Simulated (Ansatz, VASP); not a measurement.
## Two plane-wave programs on PbSe

```
Pb Se
1.0
     0.00000    3.10245    3.10245
     3.10245    0.00000    3.10245
     3.10245    3.10245    0.00000
Pb Se
1 1
Cartesian
  0.0000 0.0000 0.0000
  3.1024 3.1024 3.1024
```

Change from the starting cell: volume scaled by 1.04, PAW files.

Alike in both runs: task electric field gradients; functional PBEsol; k mesh 7 × 7 × 7; occupations fermi-dirac, width 0.02 eV; no spin polarisation.

```csv
,VASP,Ansatz
version,VASP 6.6.1,Ansatz 0.2.0
potentials or method,"VASP PAW PBE potentials, release 64 (Pb_d, Se)","PAW with Ansatz's default frozen-core files, scalar-relativistic"
plane-wave cutoff (eV),520,420
valence electrons in the cell,20,30
```

```tsv
	VASP	Ansatz	Ansatz less VASP
pressure (GPa)	-2.4	-2.4	0.00
```

VASP's potentials were made for PBE, not for PBEsol. VASP's potentials hold 20 valence electrons a cell and Ansatz's 30, so a difference there can come from the potentials and not from the codes.

Neither program's run includes spin-orbit coupling.
